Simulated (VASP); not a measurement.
# Nb2PdSe4 (P2/m) in VASP: single point with PBE

Aim: the single point of Nb2PdSe4 with PBE.

Program: VASP 6.6.1. These are calculated values, not measurements. Logs are shortened: lines on timing, memory, paths and dates and some standing lists are left out, and cuts for length are marked.

**1. The cell of the first run**

The structure is monoclinic, space group P2/m (No. 10). Conventional cell: a = 6.137 Å, b = 3.666 Å, c = 6.424 Å, α = 90.00°, β = 91.49°, γ = 90.00°. Within 3.4 Å of Nb (site symmetry 2/m) lie 6 Se at 2.60 to 2.62 Å. Nb (site symmetry 2/m) has 6 Se at 2.66 Å and 2 Pd at 3.21 Å and 6 Nb at 3.57 to 3.67 Å within 3.7 Å. Within 3.4 Å of Pd (site symmetry 2/m) lie 6 Se at 2.59 to 2.67 Å and 2 Nb at 3.21 Å. Within 3.5 Å of Se (site symmetry m) lie 1 Pd at 2.59 Å and 3 Nb at 2.62 to 2.66 Å and 2 Se at 3.50 Å. Se (site symmetry m) has 3 Nb at 2.60 to 2.66 Å and 2 Pd at 2.67 Å and 2 Se at 3.50 Å within 3.5 Å.

The cell was generated, and may not be a known phase.

**2. Single point, PBE, collinear spin**

INCAR reads:

```
ALGO = Normal ; EDIFF = 1E-7
ENCUT = 520 ; GGA = PE
ISIF = 2 ; ISMEAR = 0
ISPIN = 2 ; LASPH = True
LCHARG = True ; LELF = True
LMAXMIX = 4 ; LORBIT = 11
LREAL = False ; LVHAR = True
LWAVE = False ; MAGMOM = 0 0 1 0 0 0 0
NBANDS = 43 ; NELM = 150
PREC = Accurate ; SIGMA = 0.1
```

KPOINTS reads:

```
k-points
0
Gamma
  4 6 4
```

POSCAR reads:

```
Nb2PdSe4
1.0
    6.1371644367      0.0000000000      0.0000000000
    0.0000000000      3.6662858081      0.0000000000
   -0.1672564020      0.0000000000      6.4221451492
Nb Pd Se
2 1 4
Direct
    0.0000000000      0.5000000000      0.5000000000
    0.5000000000      0.0000000000      0.5000000000
    0.5000000000      0.0000000000      0.0000000000
    0.1615952583      0.0000000000      0.7501569397
    0.6768106067      0.5000000000      0.7535627301
    0.3231893933      0.5000000000      0.2464372699
    0.8384047417      0.0000000000      0.2498430603
```

Potentials or basis: VASP PAW PBE potentials, release 64 (Nb_sv, Pd, Se).

Run with:

```
$ cat potpaw_PBE.64/Nb_sv/POTCAR potpaw_PBE.64/Pd/POTCAR potpaw_PBE.64/Se/POTCAR > POTCAR
$ mpirun -np 1 vasp_std > vasp.out
```

OUTCAR:

```text
EDIFF = 1E-7
   ENCUT = 520
   GGA = PE
   ISIF = 2
   ISMEAR = 0
   ISPIN = 2
   LASPH = True
   LORBIT = 11
   LREAL = False
   NELM = 150
   PREC = Accurate

 ion  position               nearest neighbor table
   1  0.000  0.500  0.500-   5 2.60   6 2.60   4 2.62   7 2.62   4 2.62   7 2.62
   2  0.500  0.000  0.500-   4 2.66   7 2.66   6 2.66   5 2.66   5 2.66   6 2.66   3 3.21   3 3.21

   3  0.500  0.000  0.000-   4 2.59   7 2.59   6 2.67   5 2.67   5 2.67   6 2.67   2 3.21   2 3.21

   4  0.162  0.000  0.750-   3 2.59   1 2.62   1 2.62   2 2.66
   5  0.677  0.500  0.754-   1 2.60   2 2.66   2 2.66   3 2.67   3 2.67
   6  0.323  0.500  0.246-   1 2.60   2 2.66   2 2.66   3 2.67   3 2.67
   7  0.838  0.000  0.250-   3 2.59   1 2.62   1 2.62   2 2.66

  LATTYP: Found a simple monoclinic cell.
 ALAT       =     6.1371644367
 B/A-ratio  =     0.5973908384
 C/A-ratio  =     1.0467900663
 COS(beta)  =    -0.0260348691

  Lattice vectors:

 A1 = (   6.1371644367,   0.0000000000,   0.0000000000)
 A2 = (   0.0000000000,   3.6662858081,   0.0000000000)
 A3 = (  -0.1672564020,   0.0000000000,   6.4221451492)

Analysis of symmetry for initial positions (statically):
=====================================================================
 Subroutine PRICEL returns:
 Original cell was already a primitive cell.

 Routine SETGRP: Setting up the symmetry group for a
 simple monoclinic supercell.

 Subroutine GETGRP returns: Found  4 space group operations
 (whereof  4 operations were pure point group operations)
 out of a pool of  4 trial point group operations.

The static configuration has the point symmetry C_2h.

Analysis of symmetry for dynamics (positions and initial velocities):
=====================================================================
 Subroutine PRICEL returns:
 Original cell was already a primitive cell.

 Routine SETGRP: Setting up the symmetry group for a
 simple monoclinic supercell.

 Subroutine GETGRP returns: Found  4 space group operations
 (whereof  4 operations were pure point group operations)
 out of a pool of  4 trial point group operations.

The dynamic configuration has the point symmetry C_2h.

Analysis of structural, dynamic, and magnetic symmetry:
=====================================================================
 Subroutine PRICEL returns:
 Original cell was already a primitive cell.

 Routine SETGRP: Setting up the symmetry group for a
 simple monoclinic supercell.

 Subroutine GETGRP returns: Found  4 space group operations
 (whereof  4 operations were pure point group operations)
 out of a pool of  4 trial point group operations.

The overall configuration has the point symmetry C_2h.

 Subroutine INISYM returns: Found  4 space group operations
 (whereof  4 operations are pure point group operations),
 and found     1 'primitive' translations

----------------------------------------------------------------------------------------

                                     Primitive cell

  volume of cell :     144.5021

  direct lattice vectors                    reciprocal lattice vectors
     6.137164437  0.000000000  0.000000000     0.162941699  0.000000000  0.004243604
     0.000000000  3.666285808  0.000000000     0.000000000  0.272755604  0.000000000
    -0.167256402  0.000000000  6.422145149     0.000000000  0.000000000  0.155711211

  length of vectors
     6.137164437  3.666285808  6.424322768     0.162996949  0.272755604  0.155711211

  position of ions in fractional coordinates (direct lattice)
     1.000000000  0.500000000  0.500000000
     0.500000000  0.000000000  0.500000000
     0.500000000  0.000000000  0.000000000
     0.161595258  0.000000000  0.750156940
     0.676810607  0.500000000  0.753562730
     0.323189393  0.500000000  0.246437270
     0.838404742  0.000000000  0.249843060

  ion indices of the primitive-cell ions
   primitive index   ion index
                 1           1
                 2           2
                 3           3
                 4           4
                 5           5
                 6           6
                 7           7

----------------------------------------------------------------------------------------

 KPOINTS: k-points

Automatic generation of k-mesh.
 Grid dimensions read from file:
 generate k-points for:    4    6    4

 Generating k-lattice:

  Cartesian coordinates                     Fractional coordinates (reciprocal lattice)
     0.040735425  0.000000000  0.001060901     0.250000000  0.000000000 -0.000000000
     0.000000000  0.045459267  0.000000000     0.000000000  0.166666667  0.000000000
     0.000000000  0.000000000  0.038927803     0.000000000  0.000000000  0.250000000

  Length of vectors
     0.040749237  0.045459267  0.038927803

  Shift w.r.t. Gamma in fractional coordinates (k-lattice)
     0.000000000  0.000000000  0.000000000

 Subroutine IBZKPT returns following result:
 ===========================================

 Found     40 irreducible k-points:

 Following reciprocal coordinates:
            Coordinates               Weight
  0.000000  0.000000  0.000000      1.000000
  0.250000  0.000000 -0.000000      2.000000
  0.500000  0.000000 -0.000000      1.000000
  0.000000  0.166667  0.000000      2.000000
  0.250000  0.166667 -0.000000      4.000000
  0.500000  0.166667 -0.000000      2.000000
[... 16 lines left out ...]
  0.500000  0.333333  0.250000      4.000000
 -0.250000  0.333333  0.250000      4.000000
 [... further k-points ...]
   k-points           NKPTS =     40   k-points in BZ     NKDIM =     40   number of bands    NBANDS=     43
   number of dos      NEDOS =    301   number of ions     NIONS =      7
   total plane-waves  NPLWV =  64512
   dimension x,y,z NGX =    48 NGY =   28 NGZ =   48
   dimension x,y,z NGXF=    96 NGYF=   56 NGZF=   96
   ions per type =               2   1   4
   NGX,Y,Z   is equivalent  to a cutoff of  13.00, 12.70, 12.42 a.u.
   NGXF,Y,Z  is equivalent  to a cutoff of  26.00, 25.39, 24.84 a.u.
 SYSTEM =  unknown system
   PREC   = accura    normal or accurate (medium, high low for compatibility)
   ISTART =      0    job   : 0-new  1-cont  2-samecut
   ICHARG =      2    charge: 1-file 2-atom 10-const
   ISPIN  =      2    spin polarized calculation?
   LNONCOLLINEAR =      F non collinear calculations
   LSORBIT =      F    spin-orbit coupling
   LASPH  =      T    aspherical Exc in radial PAW
   ENCUT  =  520.0 eV  38.22 Ry    6.18 a.u.  11.41  6.82 11.94*2*pi/ulx,y,z
   NELM   =    150;   NELMIN=  2; NELMDL= -5     # of ELM steps
   EDIFF  = 0.1E-06   stopping-criterion for ELM
   LREAL  =      F    real-space projection
   EDIFFG = 0.1E-05   stopping-criterion for IOM
   NSW    =      0    number of steps for IOM
   IBRION =     -1    ionic relax: 0-MD 1-quasi-New 2-CG
   NFREE  =      0    steps in history (QN), initial steepest desc. (CG)
   ISIF   =      2    stress and relaxation
   ISYM   =      2    0-nonsym 1-usesym 2-fastsym
   POTIM  = 0.5000    time-step for ionic-motion
   TEBEG  =    0.0;   TEEND  =   0.0 temperature during run
   PSTRESS=    0.0 pullay stress
   NELECT =      60.0000    total number of electrons
   NUPDOWN=      -1.0000    fix difference up-down
   EMIN   =  10.00;   EMAX   =-10.00  energy-range for DOS
   EFERMI =   0.00;   METHOD = LEGACY
   ISMEAR =     0;   SIGMA  =   0.10  broadening in eV -4-tet -1-fermi 0-gaus
   EFERMI_NEDOS =   21; number of points for ismear=-14 and -15
   IALGO  =     38    algorithm
   IMIX   =      4    mixing-type and parameters
     AMIX     =   0.40;   BMIX     =  1.00
     AMIX_MAG =   1.60;   BMIX_MAG =  1.00
  volume/ion in A,a.u.               =      20.64       139.31
  Fermi-wavevector in a.u.,A,eV,Ry     =   1.221332  2.307983 20.295166  1.491653
  Thomas-Fermi vector in A             =   2.356518
   LORBIT       =     11    0 simple, 1 ext, 2 COOP (PROOUT), +10 PAW based schemes
   GGA     = PE    functional components
   LHFCALC =     F    Hartree Fock is set to
   AEXX    =    0.0000 exact exchange contribution
   IVDW    =     0    specifies the selected vdW correction
   LEPSILON=     F    determine dielectric tensor
   LRPA    =     F    only Hartree local field effects (RPA)
 spin polarized calculation
 Gauss-broadening in eV      SIGMA  =   0.10
  energy-cutoff  :      520.00
  volume of cell :      144.50
 maximum number of plane-waves:      3912
 NGX is ok and might be reduce to    48
   NGX = 23   NGY = 13   NGZ = 23

 number of electron      59.9999997 magnetization       0.0000315

 number of electron      59.9999997 magnetization      -0.0000989

 Free energy of the ion-electron system (eV)
  ---------------------------------------------------
  ext. energy  EPLUGINS =         0.00000000
  ---------------------------------------------------
  free energy    TOTEN  =       -44.22085791 eV

  energy without entropy =      -44.19463652  energy(sigma->0) =      -44.20774721

 E-fermi :   7.0656     XC(G=0): -10.6796

 val. band max:        7.0510948450   @ k =  -0.2500   0.5000   0.2500
 cond. band min:       7.0665343435   @ k =   0.5000   0.1667   0.5000
 fundamental gap:      0.0154394986
 Fermi energy:         7.0655753389

 spin component 1

 k-point     1 :       0.0000    0.0000    0.0000
  band No.  band energies     occupation
      1     -48.8155      1.00000
      2     -48.7707      1.00000
      3     -24.9719      1.00000
      4     -24.8827      1.00000
      5     -24.8647      1.00000
      6     -24.8228      1.00000
[... 34 lines left out ...]
     41      11.0673      0.00000
     42      11.5561      0.00000

 k-point     2 :       0.2500    0.0000   -0.0000
  band No.  band energies     occupation
      1     -48.8149      1.00000
      2     -48.7713      1.00000
      3     -24.9463      1.00000
      4     -24.8793      1.00000
      5     -24.8601      1.00000
      6     -24.8292      1.00000
[... 979 lines left out ...]
     41      11.9186      0.00000
     42      12.8420      0.00000

 k-point    24 :      -0.2500    0.3333    0.2500
  band No.  band energies     occupation
      1     -48.8108      1.00000
      2     -48.7678      1.00000
      3     -24.9568      1.00000
      4     -24.9178      1.00000
      5     -24.8770      1.00000
      6     -24.8623      1.00000
[... 34 lines left out ...]
     41      12.6337      0.00000
     42      13.2164      0.00000

 [... further k-points ...]

 spin component 2

 k-point     1 :       0.0000    0.0000    0.0000
  band No.  band energies     occupation
      1     -48.8155      1.00000
      2     -48.7707      1.00000
      3     -24.9719      1.00000
      4     -24.8828      1.00000
      5     -24.8647      1.00000
      6     -24.8228      1.00000
[... 34 lines left out ...]
     41      11.0673      0.00000
     42      11.5561      0.00000

 k-point     2 :       0.2500    0.0000   -0.0000
  band No.  band energies     occupation
      1     -48.8149      1.00000
      2     -48.7713      1.00000
      3     -24.9463      1.00000
      4     -24.8793      1.00000
      5     -24.8601      1.00000
      6     -24.8292      1.00000
[... 979 lines left out ...]
     41      11.9186      0.00000
     42      12.8420      0.00000

 k-point    24 :      -0.2500    0.3333    0.2500
  band No.  band energies     occupation
      1     -48.8108      1.00000
      2     -48.7678      1.00000
      3     -24.9568      1.00000
      4     -24.9178      1.00000
      5     -24.8770      1.00000
      6     -24.8623      1.00000
[... 34 lines left out ...]
     41      12.6337      0.00000
     42      13.2164      0.00000

 [... further k-points ...]

 [bands above 42 left out]

------------------------ aborting loop because EDIFF is reached ----------------------------------------

  FORCE on cell =-STRESS in cart. coord.  units (eV):
  Direction    XX          YY          ZZ          XY          YZ          ZX
  --------------------------------------------------------------------------------------
  -------------------------------------------------------------------------------------
  Total        0.0529075     -1.2534753      0.9912907      0.0000000      0.0000000      0.1819385
  in kB        0.5866160    -13.8979953     10.9910059      0.0000000      0.0000000      2.0172554
  external PRESSURE =      -0.7734578 kB  Pullay stress =       0.0000000 kB

 VOLUME and BASIS-vectors are now :
 -----------------------------------------------------------------------------
  energy-cutoff  :      520.00
  volume of cell :      144.50
      direct lattice vectors                 reciprocal lattice vectors
     6.137164437  0.000000000  0.000000000     0.162941699  0.000000000  0.004243604
     0.000000000  3.666285808  0.000000000     0.000000000  0.272755604  0.000000000
    -0.167256402  0.000000000  6.422145149     0.000000000  0.000000000  0.155711211

 POSITION                                       TOTAL-FORCE (eV/Angst)
 -----------------------------------------------------------------------------------
     -0.08363      1.83314      3.21107         0.000000      0.000000      0.000000
      2.98495      0.00000      3.21107        -0.000000      0.000000      0.000000
      3.06858      0.00000      0.00000         0.000000      0.000000      0.000000
      0.86627      0.00000      4.81762        -0.010530      0.000000      0.162153
      4.02766      1.83314      4.83949        -0.067831      0.000000      0.029952
      1.94225      1.83314      1.58266         0.067831      0.000000     -0.029952
      5.10364      0.00000      1.60453         0.010530      0.000000     -0.162153
 -----------------------------------------------------------------------------------
    total drift:                                0.000000     -0.000000      0.000000

  FREE ENERGIE OF THE ION-ELECTRON SYSTEM (eV)
  ---------------------------------------------------
  free  energy   TOTEN  =       -44.2208579102 eV

  energy  without entropy=      -44.1946365191  energy(sigma->0) =      -44.20774721

 total charge

# of ion       s       p       d       tot
------------------------------------------
    1        2.150   6.008   2.396  10.554
    2        2.143   6.000   2.378  10.521
    3        0.359   0.402   8.636   9.396
    4        1.461   2.353   0.062   3.875
    5        1.460   2.337   0.071   3.869
    6        1.460   2.337   0.071   3.869
    7        1.461   2.353   0.062   3.875
--------------------------------------------------
tot         10.495  21.789  13.675  45.959

 magnetization (x)

# of ion       s       p       d       tot
------------------------------------------
    1       -0.000  -0.000  -0.000  -0.000
    2       -0.000  -0.000  -0.000  -0.000
    3       -0.000   0.000   0.000   0.000
    4        0.000  -0.000  -0.000  -0.000
    5        0.000  -0.000  -0.000  -0.000
    6        0.000  -0.000  -0.000  -0.000
    7        0.000  -0.000  -0.000  -0.000
--------------------------------------------------
tot         -0.000  -0.000  -0.000  -0.000
```

Wall time 15 min (1 thread of Oxide Virtual Turin-like, shared host); peak memory 0.51 GiB.

Results:

```
Free energy                                           : -44.2209 eV
Pressure                                              : -0.1 GPa
Largest force                                         : 0.162 eV/Å
Band gap on the k mesh                                : zero (filled and empty bands overlap)
Net moment                                            : 0.00 μB per cell
Valence electrons inside the program's atomic spheres : Nb 10.55, 10.52; Pd 9.40; Se 3.88, 3.87 (each value once)
```

Forces in eV/Å, atoms in the order of the input:
```
Nb   0.000  0.000  0.000
Nb   0.000  0.000  0.000
Pd   0.000  0.000  0.000
Se  -0.011  0.000  0.162
Se  -0.068  0.000  0.030
Se   0.068  0.000 -0.030
Se   0.011  0.000 -0.162
```
